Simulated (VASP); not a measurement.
Crystal: NaF.

```
Na F
1.0
     0.00000    2.29717    2.29717
     2.29717    0.00000    2.29717
     2.29717    2.29717    0.00000
Na F
1 1
Direct
  0.00000 0.00000 0.00000
  0.50000 0.50000 0.50000
```

Base run:

* Program: VASP 6.6.1
* Functional: PBE
* Potentials or basis: VASP PAW PBE potentials, release 64 (Na_pv, F)
* Cutoff: 520 eV
* k mesh: 6 × 6 × 6
* Occupations: gaussian, width 0.01 eV
* Spin: no spin polarisation

Its results: band gap on the k mesh 6.44 eV, direct; pressure 3.5 GPa.

Task: The run is repeated on the same cell with these changes: functional from PBE to r2SCAN; k mesh from 6 × 6 × 6 to 10 × 10 × 10. What comes out?

Result: Band gap on the k mesh 7.32 eV, direct; pressure -0.8 GPa.

Several settings changed at once, so the effect can't be laid on one alone.

Caveats: the PAW data sets were made with another functional, which shifts forces and pressure a little (some runs).

A k mesh can miss the band edges.
